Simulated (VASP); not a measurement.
A run of VASP 6.6.1 is set up as follows.

INCAR

```
ALGO = Normal ; EDIFF = 1E-6
ENCUT = 520 ; GGA = PE
ISIF = 2 ; ISMEAR = 0
ISPIN = 2 ; LASPH = T
LCHARG = F ; LMAXMIX = 4
LORBIT = 11 ; LREAL = F
LWAVE = F ; MAGMOM = 4.54 0.07
NBANDS = 24 ; NELM = 150
NUPDOWN = 4.38 ; PREC = Accurate
SIGMA = 0.1
```

The input KPOINTS:

```
k-points
0
Gamma
  12 12 12
```

The input POSCAR:

```
MnHg
1.0
    3.2880000000      0.0000000000      0.0000000000
    0.0000000000      3.2880000000      0.0000000000
    0.0000000000      0.0000000000      3.3130000000
Mn Hg
1 1
Direct
    0.5000000000      0.5000000000      0.5000000000
    0.0000000000      0.0000000000      0.0000000000
```

Potentials or basis: VASP PAW PBE potentials, release 64 (Mn_pv, Hg).

Launch:

```sh
$ cat potpaw_PBE.64/Mn_pv/POTCAR potpaw_PBE.64/Hg/POTCAR > POTCAR
$ mpirun -np 1 vasp_std > vasp.out
```

Problem. What does it give for the pressure?

Solution. 6.4 GPa.

Caveat: the total moment is fixed, so each spin has its own Fermi level.
